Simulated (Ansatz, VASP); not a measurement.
**One calculation of Ti, two programs**

```xyz
1
Lattice="0.0000 1.9843 2.0300 2.0757 0.0000 2.0300 2.0757 1.9843 0.0000" Properties=species:S:1:pos:R:3 pbc="T T T"
Ti    0.0000    0.0000    0.0000
```

Change from the starting cell: strain +0.0225 x Voigt [1, -1, 0, 0, 0, 0], atoms carried along.

Alike in both runs: task single point; functional r2SCAN; k mesh 20 × 20 × 20; occupations gaussian, width 0.15 eV; no spin polarisation.

```csv
,VASP,Ansatz
version,VASP 6.6.1,Ansatz 0.2.0
potentials or method,"VASP PAW PBE potentials, release 64 (Ti_sv), cutoff 520 eV","scalar-relativistic, plane waves, PAW"
valence electrons in the cell,12,12
```

```csv
,VASP,Ansatz,Ansatz less VASP
gap on the k mesh at the Fermi level (eV),none,none,-
pressure (GPa),4.9,4.4,-0.44
"traceless stress, the component that is largest in VASP (GPa)",0.74,0.73,-0.008
```

VASP's potentials were made for PBE, not for r2SCAN. A gap of «none» marks a metal or a gap that the smearing closes.
